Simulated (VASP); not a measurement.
# ZrS2 (P-3m1) in VASP: single point with HSE06

Aim: the single point of ZrS2 with HSE06.

Program: VASP 6.6.1. These are calculated values, not measurements. Logs are shortened: lines on timing, memory, paths and dates and some standing lists are left out, and cuts for length are marked.

### Step 1. The cell of the first run

It takes space group P-3m1 (No. 164, trigonal). The conventional cell has a = 3.674 Å, b = 3.674 Å, c = 5.857 Å, α = 90.00°, β = 90.00°, γ = 120.00°. Zr (site symmetry -3m) has 6 S at 2.57 Å within 3.4 Å. S (site symmetry 3m) has 3 Zr at 2.57 Å within 3.4 Å.

### Step 2. Single point, HSE06

Input file POSCAR:

```
ZrS2
1.0
    3.6743990851      0.0000000000      0.0000000000
   -1.8371995425      3.1821229514      0.0000000000
    0.0000000000      0.0000000000      5.8568562715
Zr S
1 2
Direct
    0.0000000000      0.0000000000      0.0000000000
    0.3333333333      0.6666666667      0.2462324598
    0.6666666667      0.3333333333      0.7537675402
```

Input file INCAR.step1:

```
ALGO     = Normal         # electronic algorithm
EDIFF    = 1E-5           # SCF threshold, eV
ENCUT    = 400            # plane-wave cutoff, eV
GGA      = PE             # functional
GGA_COMPAT= False        
ISIF     = 2              # what is computed and relaxed
ISMEAR   = 0              # smearing method
LASPH    = True           # aspherical terms in the spheres
LCHARG   = False          # write CHGCAR
LREAL    = False          # projectors in reciprocal space
LWAVE    = True           # write WAVECAR
NBANDS   = 19             # bands
NELM     = 120            # most SCF steps
PREC     = Accurate       # precision mode
SIGMA    = 0.01           # smearing width, eV
```

Input file INCAR.step2:

```
ALGO     = Normal         # electronic algorithm
EDIFF    = 1E-6           # SCF threshold, eV
ENCUT    = 400            # plane-wave cutoff, eV
GGA      = PE             # functional
GGA_COMPAT= False        
HFSCREEN = 0.2079         # screening, 1/A
ISIF     = 2              # what is computed and relaxed
ISMEAR   = 0              # smearing method
ISTART   = 1            
LASPH    = True           # aspherical terms in the spheres
LCHARG   = False          # write CHGCAR
LHFCALC  = True           # exact exchange
LREAL    = False          # projectors in reciprocal space
LWAVE    = False          # write WAVECAR
NBANDS   = 19             # bands
NELM     = 120            # most SCF steps
PREC     = Accurate       # precision mode
PRECFOCK = Normal       
SIGMA    = 0.01           # smearing width, eV
```

Input file KPOINTS:

```
k-points
0
Gamma
  6 6 4
```

Potentials or basis: VASP PAW PBE potentials, release 64 (Zr_sv, S).

The run is started by

```sh
cat potpaw_PBE.64/Zr_sv/POTCAR potpaw_PBE.64/S/POTCAR > POTCAR
cp INCAR.step1 INCAR
mpirun -np 1 vasp_std > vasp.out
cp INCAR.step2 INCAR
mpirun -np 1 vasp_std > vasp.out
```

OUTCAR:

```text
EDIFF = 1E-6
   ENCUT = 400
   GGA = PE
   HFSCREEN = 0.2079
   ISIF = 2
   ISMEAR = 0
   ISTART = 1
   LASPH = True
   LHFCALC = True
   LREAL = False
   NELM = 120
   PREC = Accurate
   PRECFOCK = Normal

 ion  position               nearest neighbor table
   1  0.000  0.000  0.000-   2 2.57   3 2.57   3 2.57   2 2.57   3 2.57   2 2.57
   2  0.333  0.667  0.246-   1 2.57   1 2.57   1 2.57
   3  0.667  0.333  0.754-   1 2.57   1 2.57   1 2.57

  LATTYP: Found a hexagonal cell.
 ALAT       =     3.6743990851
 C/A-ratio  =     1.5939630225

  Lattice vectors:

 A1 = (   3.6743990851,   0.0000000000,   0.0000000000)
 A2 = (  -1.8371995425,   3.1821229514,   0.0000000000)
 A3 = (   0.0000000000,   0.0000000000,   5.8568562715)

Analysis of symmetry for initial positions (statically):
=====================================================================
 Subroutine PRICEL returns:
 Original cell was already a primitive cell.

 Routine SETGRP: Setting up the symmetry group for a
 hexagonal supercell.

 Subroutine GETGRP returns: Found 12 space group operations
 (whereof 12 operations were pure point group operations)
 out of a pool of 24 trial point group operations.

The static configuration has the point symmetry D_3d.

Analysis of symmetry for dynamics (positions and initial velocities):
=====================================================================
 Subroutine PRICEL returns:
 Original cell was already a primitive cell.

 Routine SETGRP: Setting up the symmetry group for a
 hexagonal supercell.

 Subroutine GETGRP returns: Found 12 space group operations
 (whereof 12 operations were pure point group operations)
 out of a pool of 24 trial point group operations.

The dynamic configuration has the point symmetry D_3d.

 Subroutine INISYM returns: Found 12 space group operations
 (whereof 12 operations are pure point group operations),
 and found     1 'primitive' translations

----------------------------------------------------------------------------------------

                                     Primitive cell

  volume of cell :      68.4806

  direct lattice vectors                    reciprocal lattice vectors
     3.674399085  0.000000000  0.000000000     0.272153344  0.157127807  0.000000000
    -1.837199543  3.182122951  0.000000000     0.000000000  0.314255613  0.000000000
     0.000000000  0.000000000  5.856856271     0.000000000  0.000000000  0.170740062

  length of vectors
     3.674399085  3.674399085  5.856856271     0.314255613  0.314255613  0.170740062

  position of ions in fractional coordinates (direct lattice)
     0.000000000  0.000000000  0.000000000
     0.333333333  0.666666667  0.246232460
     0.666666667  0.333333333  0.753767540

  ion indices of the primitive-cell ions
   primitive index   ion index
                 1           1
                 2           2
                 3           3

----------------------------------------------------------------------------------------

 KPOINTS: k-points

Automatic generation of k-mesh.
 Grid dimensions read from file:
 generate k-points for:    6    6    4

 Generating k-lattice:

  Cartesian coordinates                     Fractional coordinates (reciprocal lattice)
     0.045358891  0.026187968  0.000000000     0.166666667  0.000000000  0.000000000
     0.000000000  0.052375936  0.000000000     0.000000000  0.166666667  0.000000000
     0.000000000  0.000000000  0.042685015     0.000000000  0.000000000  0.250000000

  Length of vectors
     0.052375936  0.052375936  0.042685015

  Shift w.r.t. Gamma in fractional coordinates (k-lattice)
     0.000000000  0.000000000  0.000000000

 Subroutine IBZKPT returns following result:
 ===========================================

 Found     24 irreducible k-points:

 Following reciprocal coordinates:
            Coordinates               Weight
  0.000000  0.000000  0.000000      1.000000
  0.166667  0.000000  0.000000      6.000000
  0.333333  0.000000  0.000000      6.000000
  0.500000  0.000000  0.000000      3.000000
  0.166667  0.166667  0.000000      6.000000
  0.333333  0.166667  0.000000     12.000000
[... 16 lines left out ...]
  0.333333  0.166667  0.500000     12.000000
  0.333333  0.333333  0.500000      2.000000
   k-points           NKPTS =     24   k-points in BZ     NKDIM =    144   number of bands    NBANDS=     19
   number of dos      NEDOS =    301   number of ions     NIONS =      3
   total plane-waves  NPLWV =  23040
   dimension x,y,z NGX =    24 NGY =   24 NGZ =   40
   dimension x,y,z NGXF=    48 NGYF=   48 NGZF=   80
   ions per type =               1   2
   NGX,Y,Z   is equivalent  to a cutoff of  10.86, 10.86, 11.35 a.u.
   NGXF,Y,Z  is equivalent  to a cutoff of  21.72, 21.72, 22.71 a.u.
 SYSTEM =  unknown system
   PREC   = accura    normal or accurate (medium, high low for compatibility)
   ISTART =      1    job   : 0-new  1-cont  2-samecut
   ICHARG =      0    charge: 1-file 2-atom 10-const
   ISPIN  =      1    spin polarized calculation?
   LNONCOLLINEAR =      F non collinear calculations
   LSORBIT =      F    spin-orbit coupling
   LASPH  =      T    aspherical Exc in radial PAW
   ENCUT  =  400.0 eV  29.40 Ry    5.42 a.u.   5.99  5.99  9.55*2*pi/ulx,y,z
   NELM   =    120;   NELMIN=  2; NELMDL=  0     # of ELM steps
   EDIFF  = 0.1E-05   stopping-criterion for ELM
   LREAL  =      F    real-space projection
   EDIFFG = 0.1E-04   stopping-criterion for IOM
   NSW    =      0    number of steps for IOM
   IBRION =     -1    ionic relax: 0-MD 1-quasi-New 2-CG
   NFREE  =      0    steps in history (QN), initial steepest desc. (CG)
   ISIF   =      2    stress and relaxation
   ISYM   =      3    0-nonsym 1-usesym 2-fastsym
   POTIM  = 0.5000    time-step for ionic-motion
   TEBEG  =    0.0;   TEEND  =   0.0 temperature during run
   PSTRESS=    0.0 pullay stress
   NELECT =      24.0000    total number of electrons
   NUPDOWN=      -1.0000    fix difference up-down
   EMIN   =  10.00;   EMAX   =-10.00  energy-range for DOS
   EFERMI =   0.00;   METHOD = LEGACY
   ISMEAR =     0;   SIGMA  =   0.01  broadening in eV -4-tet -1-fermi 0-gaus
   EFERMI_NEDOS =   21; number of points for ismear=-14 and -15
   IALGO  =     38    algorithm
   IMIX   =      1    mixing-type and parameters
     AMIX     =   0.40;   BMIX     =  1.00
     AMIX_MAG =   1.60;   BMIX_MAG =  1.00
  volume/ion in A,a.u.               =      22.83       154.04
  Fermi-wavevector in a.u.,A,eV,Ry     =   1.154222  2.181163 18.126064  1.332228
  Thomas-Fermi vector in A             =   2.290860
   LORBIT       =      0    0 simple, 1 ext, 2 COOP (PROOUT), +10 PAW based schemes
   GGA     = PE    functional components
   LHFCALC =     T    Hartree Fock is set to
   PRECFOCK=normal    Normal, Fast or Accurate (Low or Medium for compatibility)
   ENCUT4O =  -1.0   cutoff for four orbital integrals eV
   NKREDX  =     1    reduce k-point grid by
   NKREDY  =     1    reduce k-point grid by
   NKREDZ  =     1    reduce k-point grid by
   AEXX    =    0.2500 exact exchange contribution
   HFSCREEN=    0.2079 screening length (either q_TF or 0.3 A-1)
   HFSCREENC=   0.2079 screening length for correlation (either q_TF or 0.3 A-1)
   ENCUTFOCK=  -1.0 apply spherical cutoff to Coloumb kernel
   IVDW    =     0    specifies the selected vdW correction
   LEPSILON=     F    determine dielectric tensor
   LRPA    =     F    only Hartree local field effects (RPA)
 non-spin polarized calculation
 Gauss-broadening in eV      SIGMA  =   0.01
  energy-cutoff  :      400.00
  volume of cell :       68.48
 maximum number of plane-waves:      1254
  NGX = 18; NGY = 18; NGZ = 30

 number of electron      24.0000004 magnetization

 Free energy of the ion-electron system (eV)
  ---------------------------------------------------
  ext. energy  EPLUGINS =         0.00000000
  ---------------------------------------------------
  free energy    TOTEN  =       -25.41833762 eV

  energy without entropy =      -25.41833762  energy(sigma->0) =      -25.41833762

 E-fermi :   4.2882     XC(G=0):  -7.9443

 val. band max:        4.1416313597   @ k =   0.0000   0.0000   0.0000
 cond. band min:       5.8167445406   @ k =   0.5000   0.0000   0.5000
 fundamental gap:      1.6751131809
 Fermi energy:         4.2882078927

 k-point     1 :       0.0000    0.0000    0.0000
  band No.  band energies     occupation
      1     -48.3428      2.00000
      2     -25.0170      2.00000
      3     -24.8352      2.00000
      4     -24.8352      2.00000
      5      -9.9940      2.00000
      6      -8.3171      2.00000
[... 11 lines left out ...]
     18      10.7552      0.00000
     19      10.9543      0.00000

 k-point     2 :       0.1667    0.0000    0.0000
  band No.  band energies     occupation
      1     -48.3374      2.00000
      2     -25.0006      2.00000
      3     -24.9136      2.00000
      4     -24.8521      2.00000
      5      -9.6882      2.00000
      6      -8.3985      2.00000
[... 11 lines left out ...]
     18      12.0155      0.00000
     19      12.5685      0.00000

 k-point     3 :       0.3333    0.0000    0.0000
  band No.  band energies     occupation
      1     -48.3267      2.00000
      2     -25.0676      2.00000
      3     -24.9667      2.00000
      4     -24.8856      2.00000
      5      -9.0520      2.00000
      6      -8.5118      2.00000
[... 11 lines left out ...]
     18      12.6434      0.00000
     19      13.4407      0.00000

 k-point     4 :       0.5000    0.0000    0.0000
  band No.  band energies     occupation
      1     -48.3213      2.00000
      2     -25.1422      2.00000
      3     -24.9501      2.00000
      4     -24.9022      2.00000
      5      -8.8568      2.00000
      6      -8.3879      2.00000
[... 407 lines left out ...]
     18      13.6516      0.00000
     19      13.6756      0.00000

 k-point    23 :       0.3333    0.1667    0.5000
  band No.  band energies     occupation
      1     -48.3213      2.00000
      2     -25.1020      2.00000
      3     -24.9524      2.00000
      4     -24.9420      2.00000
      5      -8.8120      2.00000
      6      -8.4271      2.00000
[... 11 lines left out ...]
     18      12.2267      0.00000
     19      13.1980      0.00000

 k-point    24 :       0.3333    0.3333    0.5000
  band No.  band energies     occupation
      1     -48.3186      2.00000
      2     -25.0462      2.00000
      3     -25.0462      2.00000
      4     -24.9430      2.00000
      5      -8.5437      2.00000
      6      -8.5437      2.00000
[... 11 lines left out ...]
     18      13.3233      0.00000
     19      13.8578      0.00000

------------------------ aborting loop because EDIFF is reached ----------------------------------------

  FORCE on cell =-STRESS in cart. coord.  units (eV):
  Direction    XX          YY          ZZ          XY          YZ          ZX
  --------------------------------------------------------------------------------------
  -------------------------------------------------------------------------------------
  Total       -0.1076866     -0.1076866      0.1973064     -0.0000000      0.0000000      0.0000000
  in kB       -2.5194419     -2.5194419      4.6161933     -0.0000000      0.0000000      0.0000000
  external PRESSURE =      -0.1408969 kB  Pullay stress =       0.0000000 kB

 VOLUME and BASIS-vectors are now :
 -----------------------------------------------------------------------------
  energy-cutoff  :      400.00
  volume of cell :       68.48
      direct lattice vectors                 reciprocal lattice vectors
     3.674399085  0.000000000  0.000000000     0.272153344  0.157127807  0.000000000
    -1.837199543  3.182122951  0.000000000     0.000000000  0.314255613  0.000000000
     0.000000000  0.000000000  5.856856271     0.000000000  0.000000000  0.170740062

 POSITION                                       TOTAL-FORCE (eV/Angst)
 -----------------------------------------------------------------------------------
      0.00000      0.00000      0.00000         0.000000      0.000000      0.000000
     -0.00000      2.12142      1.44215        -0.000000      0.000000     -0.184854
      1.83720      1.06071      4.41471         0.000000     -0.000000      0.184854
 -----------------------------------------------------------------------------------
    total drift:                               -0.000000      0.000000      0.000000

  FREE ENERGIE OF THE ION-ELECTRON SYSTEM (eV)
  ---------------------------------------------------
  free  energy   TOTEN  =       -25.4183376244 eV

  energy  without entropy=      -25.4183376244  energy(sigma->0) =      -25.41833762
```

Wall time 54 min (1 thread of Intel Xeon Platinum 8259CL at 2.50GHz (Skylake/Cascade Lake), shared host); peak memory 0.28 GiB.

Results:

- Free energy: -25.4183 eV
- Pressure: 0.0 GPa
- Largest force: 0.185 eV/Å
- Band gap on the k mesh: 1.68 eV (least direct gap 2.38 eV)

Forces in eV/Å, atoms in the order of the input:
```
Zr   0.000  0.000  0.000
S    0.000  0.000 -0.185
S    0.000  0.000  0.185
```

Levels at points of the mesh, in eV from the valence-band top:
```csv
k point,band 8,band 9,band 10,band 11,band 12,band 13,band 14,band 15,band 16,band 17
"(0.00, 0.00, 0.00)",-3.20,-3.20,-0.19,-0.19,0.00,2.38,2.38,3.29,5.84,5.84
"(0.50, 0.00, 0.00)",-2.98,-2.83,-2.75,-2.11,-1.49,1.84,4.28,4.58,6.77,6.94
"(0.00, 0.00, 0.50)",-3.15,-3.15,-1.98,-0.34,-0.34,2.34,2.34,3.64,6.28,6.28
"(0.50, 0.00, 0.50)",-3.70,-3.01,-2.56,-1.19,-0.93,1.68,4.26,4.58,6.21,6.60
```

Caveat: the PAW data sets were made with another functional, which shifts forces and pressure a little; this functional lacks dispersion, which binds the layers, so the pressure and a relaxed spacing across them are unreliable. A k mesh can miss the band edges.
